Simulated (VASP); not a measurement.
# TiSi16 (a cell with a defect) in VASP: single point with PBE

Aim: the single point of TiSi16 (a cell with a defect) with PBE.

Everything below comes from runs of VASP 6.6.1. Logs are shortened: lines on timing, memory, paths and dates and some standing lists are left out, and cuts for length are marked.

## (1) The cell of the first run

The cell holds a defect, 17 atoms: a = 7.679 Å, b = 7.679 Å, c = 7.679 Å, α = 60.00°, β = 60.00°, γ = 60.00°.

## (2) Single point, PBE

Contents of INCAR:

```
PREC     = Accurate       # precision mode
ENCUT    = 520            # plane-wave cutoff, eV
EDIFF    = 1E-7           # SCF threshold, eV
ISMEAR   = -1             # smearing method
SIGMA    = 0.02           # smearing width, eV
LREAL    = Auto         
LASPH    = True           # aspherical terms in the spheres
NELM     = 80             # most SCF steps
ALGO     = Normal         # electronic algorithm
ISIF     = 2              # what is computed and relaxed
LWAVE    = False          # write WAVECAR
LCHARG   = False          # write CHGCAR
GGA      = PE             # functional
NBANDS   = 52             # bands
```

Contents of KPOINTS:

```
regular mesh
0
Gamma
  2 2 2
```

Contents of POSCAR:

```
TiSi16
1.0
    0.0000000000      5.4300000000      5.4300000000
    5.4300000000      0.0000000000      5.4300000000
    5.4300000000      5.4300000000      0.0000000000
Si Ti
16 1
Direct
    0.0016845776      0.0016388409     -0.0045220403
    0.1218667614      0.1218590676      0.1283042599
    0.0017163998      0.0016654263      0.5014962352
    0.1252301226      0.1251731049      0.6249796945
   -0.0126973973      0.5043037041      0.0042376606
    0.1216253735      0.6284521546      0.1282647796
    0.0016581151      0.4956699665      0.5014715906
    0.1217790145      0.6284884252      0.6217659923
    0.5043181180     -0.0127170957      0.0042356104
    0.6284995888      0.1216025525      0.1282552657
    0.4957269009      0.0016069391      0.5014661517
    0.6285425204      0.1217495732      0.6217442606
    0.5042458251      0.5042385392      0.0042254424
    0.6249973713      0.6249809873      0.1249667498
    0.5042887713      0.5042722390      0.4872517690
    0.6284596739      0.6284027053      0.6215460931
    0.3751094630      0.3750733700      0.8749735847
```

Potentials or basis: VASP PAW PBE potentials, release 64 (Si, Ti_sv).

Command:

```
$ cat potpaw_PBE.64/Si/POTCAR potpaw_PBE.64/Ti_sv/POTCAR > POTCAR
$ mpirun -np 1 vasp_std > vasp.out
```

OUTCAR:

```text
PREC = Accurate
   ENCUT = 520
   EDIFF = 1E-7
   ISMEAR = -1
   LREAL = Auto
   LASPH = True
   NELM = 80
   ISIF = 2
   GGA = PE

 ion  position               nearest neighbor table
   1  0.002  0.002  0.995-   4 2.32  10 2.34   6 2.34   2 2.34
   2  0.122  0.122  0.128-   3 2.34   1 2.34   5 2.40   9 2.40  17 2.75
   3  0.002  0.002  0.501-   4 2.32  12 2.34   8 2.34   2 2.34
   4  0.125  0.125  0.625-  11 2.32   7 2.32   1 2.32   3 2.32
   5  0.987  0.504  0.004-  14 2.27   2 2.40   8 2.40   6 2.40  17 2.43
   6  0.122  0.628  0.128-   1 2.34   7 2.34   5 2.40  13 2.40  17 2.75
   7  0.002  0.496  0.501-   4 2.32  16 2.34   6 2.34   8 2.34
   8  0.122  0.628  0.622-   3 2.34   7 2.34   5 2.40  15 2.40  17 2.75
   9  0.504  0.987  0.004-  14 2.27   2 2.40  12 2.40  10 2.40  17 2.43
  10  0.628  0.122  0.128-   1 2.34  11 2.34   9 2.40  13 2.40  17 2.75
  11  0.496  0.002  0.501-   4 2.32  16 2.34  10 2.34  12 2.34
  12  0.629  0.122  0.622-   3 2.34  11 2.34   9 2.40  15 2.40  17 2.75
  13  0.504  0.504  0.004-  14 2.27   6 2.40  10 2.40  16 2.40  17 2.43
  14  0.625  0.625  0.125-  13 2.27  15 2.27   9 2.27   5 2.27
  15  0.504  0.504  0.487-  14 2.27   8 2.40  12 2.40  16 2.40  17 2.43
  16  0.628  0.628  0.622-   7 2.34  11 2.34  15 2.40  13 2.40  17 2.75
  17  0.375  0.375  0.875-  13 2.43  15 2.43   9 2.43   5 2.43   2 2.75   8 2.75  12 2.75   6 2.75
                            10 2.75  16 2.75

  LATTYP: Found a face centered cubic cell.
 ALAT       =    10.8600000000

  Lattice vectors:

 A1 = (   0.0000000000,   5.4300000000,   5.4300000000)
 A2 = (   5.4300000000,   0.0000000000,   5.4300000000)
 A3 = (   5.4300000000,   5.4300000000,   0.0000000000)

Analysis of symmetry for initial positions (statically):
=====================================================================
 Subroutine PRICEL returns:
 Original cell was already a primitive cell.

 Routine SETGRP: Setting up the symmetry group for a
 face centered cubic supercell.

 Subroutine GETGRP returns: Found  1 space group operations
 (whereof  1 operations were pure point group operations)
 out of a pool of 48 trial point group operations.

The static configuration has the point symmetry C_1 .

Analysis of symmetry for dynamics (positions and initial velocities):
=====================================================================
 Subroutine PRICEL returns:
 Original cell was already a primitive cell.
[... 124 lines left out ...]
   NSW    =      0    number of steps for IOM
   IBRION =     -1    ionic relax: 0-MD 1-quasi-New 2-CG
   NFREE  =      0    steps in history (QN), initial steepest desc. (CG)
   ISIF   =      2    stress and relaxation
   ISYM   =      2    0-nonsym 1-usesym 2-fastsym
   POTIM  = 0.5000    time-step for ionic-motion
   TEBEG  =    0.0;   TEEND  =   0.0 temperature during run
   PSTRESS=    0.0 pullay stress
   NELECT =      76.0000    total number of electrons
   NUPDOWN=      -1.0000    fix difference up-down
   EMIN   =  10.00;   EMAX   =-10.00  energy-range for DOS
   EFERMI =   0.00;   METHOD = LEGACY
   ISMEAR =    -1;   SIGMA  =   0.02  broadening in eV -4-tet -1-fermi 0-gaus
   EFERMI_NEDOS =   21; number of points for ismear=-14 and -15
   IALGO  =     38    algorithm
   IMIX   =      4    mixing-type and parameters
     AMIX     =   0.40;   BMIX     =  1.00
     AMIX_MAG =   1.60;   BMIX_MAG =  1.00
  volume/ion in A,a.u.               =      18.84       127.11
  Fermi-wavevector in a.u.,A,eV,Ry     =   1.013607  1.915439 13.978610  1.027399
  Thomas-Fermi vector in A             =   2.146786
   LORBIT       =      0    0 simple, 1 ext, 2 COOP (PROOUT), +10 PAW based schemes
   GGA     = PE    functional components
   LHFCALC =     F    Hartree Fock is set to
   AEXX    =    0.0000 exact exchange contribution
   IVDW    =     0    specifies the selected vdW correction
   LEPSILON=     F    determine dielectric tensor
   LRPA    =     F    only Hartree local field effects (RPA)
 non-spin polarized calculation
  energy-cutoff  :      520.00
  volume of cell :      320.21
 maximum number of plane-waves:      8646
 NGX is ok and might be reduce to    60
   NGX = 29   NGY = 29   NGZ = 29

 number of electron      75.9999998 magnetization

 Free energy of the ion-electron system (eV)
  ---------------------------------------------------
  ext. energy  EPLUGINS =         0.00000000
  ---------------------------------------------------
  free energy    TOTEN  =       -92.21401306 eV

  energy without entropy =      -92.18997704  energy(sigma->0) =      -92.20199505

 E-fermi :   6.9304     XC(G=0):  -9.7517

 val. band max:        6.8901617216   @ k =   0.0000   0.5000   0.5000
 cond. band min:       6.9607950545   @ k =   0.5000   0.5000   0.5000
 fundamental gap:      0.0706333329
 Fermi energy:         6.9304277842

 k-point     1 :       0.0000    0.0000    0.0000
  band No.  band energies     occupation
      1     -49.8823      2.00000
      2     -26.2542      2.00000
      3     -26.2542      2.00000
      4     -26.2535      2.00000
      5      -5.7212      2.00000
      6      -3.5200      2.00000
[... 413 lines left out ...]
     49       9.8786      0.00000
     50      10.5354      0.00000
 [bands above 50 left out]

------------------------ aborting loop because EDIFF is reached ----------------------------------------

  FORCE on cell =-STRESS in cart. coord.  units (eV):
  Direction    XX          YY          ZZ          XY          YZ          ZX
  --------------------------------------------------------------------------------------
  -------------------------------------------------------------------------------------
  Total        7.9783109      7.9791956      7.9809876     -0.0148357     -0.0050819     -0.0075291
  in kB       39.9201396     39.9245667     39.9335328     -0.0742319     -0.0254278     -0.0376725
  external PRESSURE =      39.9260797 kB  Pullay stress =       0.0000000 kB

 VOLUME and BASIS-vectors are now :
 -----------------------------------------------------------------------------
  energy-cutoff  :      520.00
  volume of cell :      320.21
      direct lattice vectors                 reciprocal lattice vectors
     0.000000000  5.430000000  5.430000000    -0.092081031  0.092081031  0.092081031
     5.430000000  0.000000000  5.430000000     0.092081031 -0.092081031  0.092081031
     5.430000000  5.430000000  0.000000000     0.092081031  0.092081031 -0.092081031

 POSITION                                       TOTAL-FORCE (eV/Angst)
 -----------------------------------------------------------------------------------
      5.41434      5.41459      0.01805         0.004384      0.004238     -0.005280
      1.35839      1.35843      1.32343        -0.001297     -0.000449     -0.000626
      2.73217      2.73244      0.01836        -0.002838     -0.002990     -0.004006
      4.07333      4.07364      1.35969        -0.000524     -0.000614     -0.001030
      2.76138      5.38406      8.09942        -0.025910      0.031036      0.034064
      4.10897      1.35690      4.07292        -0.008289      0.002631      0.002249
[... 9 lines left out ...]
      6.78722      6.78753      6.82476         0.001693      0.001142     -0.010869
      6.78775      6.78795      4.07349        -0.002563     -0.003673     -0.007182
 -----------------------------------------------------------------------------------
    total drift:                               -0.002470     -0.004260     -0.009296

  FREE ENERGIE OF THE ION-ELECTRON SYSTEM (eV)
  ---------------------------------------------------
  free  energy   TOTEN  =       -92.2140130560 eV

  energy  without entropy=      -92.1899770404  energy(sigma->0) =      -92.20199505
```

Wall time 1.9 min (1 thread of Intel Xeon 6975P-C (Granite Rapids), shared host); peak memory 0.5 GiB.

What came out:

```yaml
Free_energy: -92.2140 eV
Pressure: 4.0 GPa
Largest_force: 0.054 eV/Å
Band_gap_on_the_k_mesh: zero (band 38 reaches 6.96 eV, above the bottom of band 39 at 6.53 eV)
```

Forces on the atoms (eV/Å):
```
Si   0.004  0.004 -0.005
Si  -0.001  0.000 -0.001
Si  -0.003 -0.003 -0.004
Si  -0.001 -0.001 -0.001
Si  -0.026  0.031  0.034
Si  -0.008  0.003  0.002
Si   0.006 -0.006  0.005
Si  -0.003  0.003  0.000
Si   0.031 -0.026  0.035
Si   0.002 -0.009  0.002
Si  -0.006  0.006  0.005
Si   0.004 -0.003 -0.001
Si  -0.032 -0.031 -0.028
Si   0.000  0.000  0.000
Si   0.033  0.034 -0.025
Si   0.002  0.001 -0.011
Ti  -0.003 -0.004 -0.007
```

Levels at points of the mesh, in eV from the Fermi level:
```
           k point  band 35  band 36  band 37  band 38  band 39  band 40
(0.00, 0.00, 0.00)    -0.99    -0.99    -0.41    -0.41    -0.40    -0.10
(0.50, 0.00, 0.00)    -1.37    -1.37    -0.28     0.03     0.03     0.44
(0.00, 0.50, 0.00)    -1.37    -1.37    -0.28     0.03     0.03     0.44
(0.00, 0.00, 0.50)    -1.37    -1.36    -0.28     0.03     0.03     0.44
(0.50, 0.50, 0.50)    -1.37    -1.36    -0.28     0.03     0.03     0.44
(0.50, 0.50, 0.00)    -2.01    -1.88    -0.70    -0.04     0.57     0.57
(0.00, 0.50, 0.50)    -2.01    -1.88    -0.70    -0.04     0.57     0.57
(0.50, 0.00, 0.50)    -2.01    -1.88    -0.70    -0.04     0.57     0.57
```

Caveat: the k points lie up to 0.50 Å⁻¹ apart.
